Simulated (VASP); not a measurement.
# PbO (Litharge) (P4/nmm) in VASP: single point with HSE06

Aim: the single point of PbO (Litharge) with HSE06.

Everything below comes from runs of VASP 6.6.1. Logs are shortened: lines on timing, memory, paths and dates and some standing lists are left out, and cuts for length are marked.

### Step 1. The cell of the first run

The structure is tetragonal, space group P4/nmm (No. 129). Conventional cell: a = 3.980 Å, b = 3.980 Å, c = 5.001 Å, α = 90.00°, β = 90.00°, γ = 90.00°. Within 3.1 Å of Pb (site symmetry 4mm) lie 4 O at 2.32 Å. Within 3.1 Å of O (site symmetry -4m2) lie 4 Pb at 2.32 Å and 4 O at 2.81 Å.

### Step 2. Single point, HSE06

File POSCAR:

```
PbO
1.0
    3.9804038992      0.0000000000      0.0000000000
    0.0000000000      3.9804038992      0.0000000000
    0.0000000000      0.0000000000      5.0009130541
Pb O
2 2
Direct
    0.0000000000      0.5000000000      0.2366325577
    0.5000000000      0.0000000000      0.7633674423
    0.0000000000      0.0000000000      0.0000000000
    0.5000000000      0.5000000000      0.0000000000
```

File INCAR.step1:

```
  ALGO = Normal
  EDIFF = 1E-5
  ENCUT = 520
  GGA = PE
  ISIF = 2
  ISMEAR = 0
  LASPH = True
  LCHARG = False
  LREAL = False
  LWAVE = True
  NBANDS = 28
  NELM = 100
  PREC = Accurate
  SIGMA = 0.01
```

File INCAR.step2:

```
  ALGO = Normal
  EDIFF = 1E-7
  ENCUT = 520
  GGA = PE
  HFSCREEN = 0.2079
  ISIF = 2
  ISMEAR = 0
  ISTART = 1
  LASPH = True
  LCHARG = False
  LHFCALC = True
  LREAL = False
  LWAVE = False
  NBANDS = 28
  NELM = 100
  PREC = Accurate
  PRECFOCK = Normal
  SIGMA = 0.01
```

File KPOINTS:

```
k-points
0
Gamma
  4 4 2
```

Potentials or basis: VASP PAW PBE potentials, release 64 (Pb_d, O).

On the command line:

```bash
$ cat potpaw_PBE.64/Pb_d/POTCAR potpaw_PBE.64/O/POTCAR > POTCAR
$ cp INCAR.step1 INCAR
$ mpirun -np 1 vasp_std > vasp.out
$ cp INCAR.step2 INCAR
$ mpirun -np 1 vasp_std > vasp.out
```

OUTCAR:

```text
EDIFF = 1E-7
   ENCUT = 520
   GGA = PE
   HFSCREEN = 0.2079
   ISIF = 2
   ISMEAR = 0
   ISTART = 1
   LASPH = True
   LHFCALC = True
   LREAL = False
   NELM = 100
   PREC = Accurate
   PRECFOCK = Normal

 ion  position               nearest neighbor table
   1  0.000  0.500  0.237-   3 2.32   4 2.32   3 2.32   4 2.32   2 3.68   2 3.68   2 3.68   2 3.68
                             2 3.85   2 3.85   2 3.85   2 3.85
   2  0.500  0.000  0.763-   3 2.32   4 2.32   4 2.32   3 2.32   1 3.68   1 3.68   1 3.68   1 3.68
                             1 3.85   1 3.85   1 3.85   1 3.85
   3  0.000  0.000  0.000-   1 2.32   2 2.32   1 2.32   2 2.32
   4  0.500  0.500  0.000-   1 2.32   2 2.32   2 2.32   1 2.32

  LATTYP: Found a simple tetragonal cell.
 ALAT       =     3.9804038992
 C/A-ratio  =     1.2563833171

  Lattice vectors:

 A1 = (   3.9804038992,   0.0000000000,   0.0000000000)
 A2 = (   0.0000000000,   3.9804038992,   0.0000000000)
 A3 = (   0.0000000000,   0.0000000000,   5.0009130541)

Analysis of symmetry for initial positions (statically):
=====================================================================
 Subroutine PRICEL returns:
 Original cell was already a primitive cell.

 Routine SETGRP: Setting up the symmetry group for a
 simple tetragonal supercell.

 Subroutine GETGRP returns: Found 16 space group operations
 (whereof  8 operations were pure point group operations)
 out of a pool of 16 trial point group operations.

The static configuration has the point symmetry D_2d.
 The point group associated with its full space group is D_4h.

Analysis of symmetry for dynamics (positions and initial velocities):
=====================================================================
 Subroutine PRICEL returns:
 Original cell was already a primitive cell.

 Routine SETGRP: Setting up the symmetry group for a
 simple tetragonal supercell.

 Subroutine GETGRP returns: Found 16 space group operations
 (whereof  8 operations were pure point group operations)
 out of a pool of 16 trial point group operations.

The dynamic configuration has the point symmetry D_2d.
 The point group associated with its full space group is D_4h.

 Subroutine INISYM returns: Found 16 space group operations
 (whereof  8 operations are pure point group operations),
 and found     1 'primitive' translations

----------------------------------------------------------------------------------------

                                     Primitive cell

  volume of cell :      79.2325

  direct lattice vectors                    reciprocal lattice vectors
     3.980403899  0.000000000  0.000000000     0.251230786  0.000000000  0.000000000
     0.000000000  3.980403899  0.000000000     0.000000000  0.251230786  0.000000000
     0.000000000  0.000000000  5.000913054     0.000000000  0.000000000  0.199963485

  length of vectors
     3.980403899  3.980403899  5.000913054     0.251230786  0.251230786  0.199963485

  position of ions in fractional coordinates (direct lattice)
     0.000000000  0.500000000  0.236632558
     0.500000000  0.000000000  0.763367442
     0.000000000  0.000000000  0.000000000
     0.500000000  0.500000000  0.000000000

  ion indices of the primitive-cell ions
   primitive index   ion index
                 1           1
                 2           2
                 3           3
                 4           4

----------------------------------------------------------------------------------------

 KPOINTS: k-points

Automatic generation of k-mesh.
 Grid dimensions read from file:
 generate k-points for:    4    4    2

 Generating k-lattice:

  Cartesian coordinates                     Fractional coordinates (reciprocal lattice)
     0.062807696  0.000000000  0.000000000     0.250000000  0.000000000  0.000000000
     0.000000000  0.062807696  0.000000000     0.000000000  0.250000000  0.000000000
     0.000000000  0.000000000  0.099981742     0.000000000  0.000000000  0.500000000

  Length of vectors
     0.062807696  0.062807696  0.099981742

  Shift w.r.t. Gamma in fractional coordinates (k-lattice)
     0.000000000  0.000000000  0.000000000

 Subroutine IBZKPT returns following result:
 ===========================================

 Found     12 irreducible k-points:

 Following reciprocal coordinates:
            Coordinates               Weight
  0.000000  0.000000  0.000000      1.000000
  0.250000  0.000000  0.000000      4.000000
  0.500000  0.000000  0.000000      2.000000
  0.250000  0.250000  0.000000      4.000000
  0.500000  0.250000  0.000000      4.000000
  0.500000  0.500000  0.000000      1.000000
  0.000000  0.000000  0.500000      1.000000
  0.250000  0.000000  0.500000      4.000000
  0.500000  0.000000  0.500000      2.000000
  0.250000  0.250000  0.500000      4.000000
  0.500000  0.250000  0.500000      4.000000
  0.500000  0.500000  0.500000      1.000000
   k-points           NKPTS =     12   k-points in BZ     NKDIM =     32   number of bands    NBANDS=     28
   number of dos      NEDOS =    301   number of ions     NIONS =      4
   total plane-waves  NPLWV =  36000
   dimension x,y,z NGX =    30 NGY =   30 NGZ =   40
   dimension x,y,z NGXF=    60 NGYF=   60 NGZF=   80
   ions per type =               2   2
   NGX,Y,Z   is equivalent  to a cutoff of  12.53, 12.53, 13.30 a.u.
   NGXF,Y,Z  is equivalent  to a cutoff of  25.06, 25.06, 26.59 a.u.
 SYSTEM =  unknown system
   PREC   = accura    normal or accurate (medium, high low for compatibility)
   ISTART =      1    job   : 0-new  1-cont  2-samecut
   ICHARG =      0    charge: 1-file 2-atom 10-const
   ISPIN  =      1    spin polarized calculation?
   LNONCOLLINEAR =      F non collinear calculations
   LSORBIT =      F    spin-orbit coupling
   LASPH  =      T    aspherical Exc in radial PAW
   ENCUT  =  520.0 eV  38.22 Ry    6.18 a.u.   7.40  7.40  9.30*2*pi/ulx,y,z
   NELM   =    100;   NELMIN=  2; NELMDL=  0     # of ELM steps
   EDIFF  = 0.1E-06   stopping-criterion for ELM
   LREAL  =      F    real-space projection
   EDIFFG = 0.1E-05   stopping-criterion for IOM
   NSW    =      0    number of steps for IOM
   IBRION =     -1    ionic relax: 0-MD 1-quasi-New 2-CG
   NFREE  =      0    steps in history (QN), initial steepest desc. (CG)
   ISIF   =      2    stress and relaxation
   ISYM   =      3    0-nonsym 1-usesym 2-fastsym
   POTIM  = 0.5000    time-step for ionic-motion
   TEBEG  =    0.0;   TEEND  =   0.0 temperature during run
   PSTRESS=    0.0 pullay stress
   NELECT =      40.0000    total number of electrons
   NUPDOWN=      -1.0000    fix difference up-down
   EMIN   =  10.00;   EMAX   =-10.00  energy-range for DOS
   EFERMI =   0.00;   METHOD = LEGACY
   ISMEAR =     0;   SIGMA  =   0.01  broadening in eV -4-tet -1-fermi 0-gaus
   EFERMI_NEDOS =   21; number of points for ismear=-14 and -15
   IALGO  =     38    algorithm
   IMIX   =      1    mixing-type and parameters
     AMIX     =   0.40;   BMIX     =  1.00
     AMIX_MAG =   1.60;   BMIX_MAG =  1.00
  volume/ion in A,a.u.               =      19.81       133.67
  Fermi-wavevector in a.u.,A,eV,Ry     =   1.303548  2.463348 23.119522  1.699237
  Thomas-Fermi vector in A             =   2.434543
   LORBIT       =      0    0 simple, 1 ext, 2 COOP (PROOUT), +10 PAW based schemes
   GGA     = PE    functional components
   LHFCALC =     T    Hartree Fock is set to
   PRECFOCK=normal    Normal, Fast or Accurate (Low or Medium for compatibility)
   ENCUT4O =  -1.0   cutoff for four orbital integrals eV
   NKREDX  =     1    reduce k-point grid by
   NKREDY  =     1    reduce k-point grid by
   NKREDZ  =     1    reduce k-point grid by
   AEXX    =    0.2500 exact exchange contribution
   HFSCREEN=    0.2079 screening length (either q_TF or 0.3 A-1)
   HFSCREENC=   0.2079 screening length for correlation (either q_TF or 0.3 A-1)
   ENCUTFOCK=  -1.0 apply spherical cutoff to Coloumb kernel
   IVDW    =     0    specifies the selected vdW correction
   LEPSILON=     F    determine dielectric tensor
   LRPA    =     F    only Hartree local field effects (RPA)
 non-spin polarized calculation
 Gauss-broadening in eV      SIGMA  =   0.01
  energy-cutoff  :      520.00
  volume of cell :       79.23
 maximum number of plane-waves:      2170
 NGX is ok and might be reduce to    30
  NGX = 24; NGY = 24; NGZ = 28

 number of electron      39.9999997 magnetization

 Free energy of the ion-electron system (eV)
  ---------------------------------------------------
  ext. energy  EPLUGINS =         0.00000000
  ---------------------------------------------------
  free energy    TOTEN  =       -26.46628246 eV

  energy without entropy =      -26.46628246  energy(sigma->0) =      -26.46628246

 E-fermi :   4.7150     XC(G=0):  -8.1394

 val. band max:        4.6527260199   @ k =   0.0000   0.0000   0.0000
 cond. band min:       6.5463590646   @ k =   0.5000   0.5000   0.0000
 fundamental gap:      1.8936330447
 Fermi energy:         4.7149944581

 k-point     1 :       0.0000    0.0000    0.0000
  band No.  band energies     occupation
      1     -15.8434      2.00000
      2     -15.1834      2.00000
      3     -12.9253      2.00000
      4     -12.9253      2.00000
      5     -12.8570      2.00000
      6     -12.8453      2.00000
[... 20 lines left out ...]
     27      13.1626      0.00000
     28      13.6501      0.00000

 k-point     2 :       0.2500    0.0000    0.0000
  band No.  band energies     occupation
      1     -15.7031      2.00000
      2     -15.2435      2.00000
      3     -12.8948      2.00000
      4     -12.8896      2.00000
      5     -12.8212      2.00000
      6     -12.7996      2.00000
[... 20 lines left out ...]
     27      13.6395      0.00000
     28      16.6981      0.00000

 k-point     3 :       0.5000    0.0000    0.0000
  band No.  band energies     occupation
      1     -15.4359      2.00000
      2     -15.4359      2.00000
      3     -12.8265      2.00000
      4     -12.8265      2.00000
      5     -12.8234      2.00000
      6     -12.8234      2.00000
[... 244 lines left out ...]
      3     -12.8384      2.00000
      4     -12.8384      2.00000
      5     -12.7781      2.00000
      6     -12.7781      2.00000
[... 20 lines left out ...]
     27      16.7657      0.00000
     28      16.7657      0.00000

 k-point    12 :       0.5000    0.5000    0.5000
  band No.  band energies     occupation
      1     -15.3912      2.00000
      2     -15.3912      2.00000
      3     -12.7711      2.00000
      4     -12.7711      2.00000
      5     -12.7439      2.00000
      6     -12.7439      2.00000
[... 20 lines left out ...]
     27      16.9713      0.00000
     28      16.9713      0.00000

------------------------ aborting loop because EDIFF is reached ----------------------------------------

  FORCE on cell =-STRESS in cart. coord.  units (eV):
  Direction    XX          YY          ZZ          XY          YZ          ZX
  --------------------------------------------------------------------------------------
  -------------------------------------------------------------------------------------
  Total        0.4041740      0.4041740      0.3820951      0.0000000      0.0000000     -0.0000000
  in kB        8.1728843      8.1728843      7.7264218      0.0000000      0.0000000     -0.0000000
  external PRESSURE =       8.0240634 kB  Pullay stress =       0.0000000 kB

 VOLUME and BASIS-vectors are now :
 -----------------------------------------------------------------------------
  energy-cutoff  :      520.00
  volume of cell :       79.23
      direct lattice vectors                 reciprocal lattice vectors
     3.980403899  0.000000000  0.000000000     0.251230786  0.000000000  0.000000000
     0.000000000  3.980403899  0.000000000     0.000000000  0.251230786  0.000000000
     0.000000000  0.000000000  5.000913054     0.000000000  0.000000000  0.199963485

 POSITION                                       TOTAL-FORCE (eV/Angst)
 -----------------------------------------------------------------------------------
      0.00000      1.99020      1.18338        -0.000000      0.000000     -0.217032
      1.99020      0.00000      3.81753        -0.000000     -0.000000      0.217032
      0.00000      0.00000      0.00000         0.000000     -0.000000     -0.000000
      1.99020      1.99020      0.00000        -0.000000     -0.000000     -0.000000
 -----------------------------------------------------------------------------------
    total drift:                                0.000000     -0.000000     -0.000001

  FREE ENERGIE OF THE ION-ELECTRON SYSTEM (eV)
  ---------------------------------------------------
  free  energy   TOTEN  =       -26.4662824573 eV

  energy  without entropy=      -26.4662824573  energy(sigma->0) =      -26.46628246
```

Wall time 19 min (1 thread of Intel Xeon 6975P-C (Granite Rapids), shared host); peak memory 0.31 GiB.

What came out:

```yaml
Free_energy: -26.4663 eV
Pressure: 0.8 GPa
Largest_force: 0.217 eV/Å
Band_gap_on_the_k_mesh: 1.89 eV, indirect (least direct gap 3.26 eV)
```

Forces on the atoms (eV/Å):
```
Pb   0.000  0.000 -0.217
Pb   0.000  0.000  0.217
O    0.000  0.000  0.000
O    0.000  0.000  0.000
```

Caveat: the k points lie up to 0.63 Å⁻¹ apart; the PAW data sets were made with another functional, which shifts forces and pressure a little; spin-orbit coupling is left out, which moves the levels of the heavy elements. A k mesh can miss the band edges.
